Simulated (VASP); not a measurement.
Wanted: the native input for a VASP 6.6.1 run.

```
Task                   : single point
Functional             : BLYP
Potentials or basis    : VASP PAW PBE potentials, release 64 (Zn, S)
Cutoff                 : 520 eV
k mesh                 : 9 × 9 × 9
Occupations            : fermi-dirac, width 0.05 eV
Spin                   : no spin polarisation
Dipole correction      : no
Further INCAR settings : ALGO = Normal; EDIFF = 1e-06; NBANDS = 16
```

The structure of ZnS lies in POSCAR:

```
ZnS
1.0
    0.0000000000      2.7198945612      2.7198945612
    2.7198945612      0.0000000000      2.7198945612
    2.7198945612      2.7198945612      0.0000000000
Zn S
1 1
Direct
    0.7500000000      0.7500000000      0.7500000000
    0.0000000000      0.0000000000      0.0000000000
```

The input as run:

INCAR

```
  PREC = Accurate
  ENCUT = 520
  EDIFF = 1E-6
  ISMEAR = -1
  SIGMA = 0.05
  LREAL = False
  LASPH = True
  NELM = 80
  ALGO = Normal
  ISIF = 2
  LWAVE = False
  LCHARG = True
  GGA = B5
  ALDAX = 1.0
  AGGAX = 1.0
  AGGAC = 1.0
  ALDAC = 0.0
  LELF = True
  LVHAR = True
  NBANDS = 16
```

KPOINTS

```
regular mesh
0
Gamma
  9 9 9
```

Potentials or basis: VASP PAW PBE potentials, release 64 (Zn, S).

The run is started by

```console
$ cat potpaw_PBE.64/Zn/POTCAR potpaw_PBE.64/S/POTCAR > POTCAR
$ mpirun -np 1 vasp_std > vasp.out
```

It gave:

| Item | Value |
| --- | --- |
| Pressure | 3.9 GPa |
| Band gap on the k mesh | 2.03 eV, direct |

Caveat: the PAW data sets were made with another functional, which shifts forces and pressure a little.

It took 19 s on 1 thread of AMD EPYC 9R45 96-Core Processor (Zen 5), with other jobs on the host, peak memory 0.14 GiB.
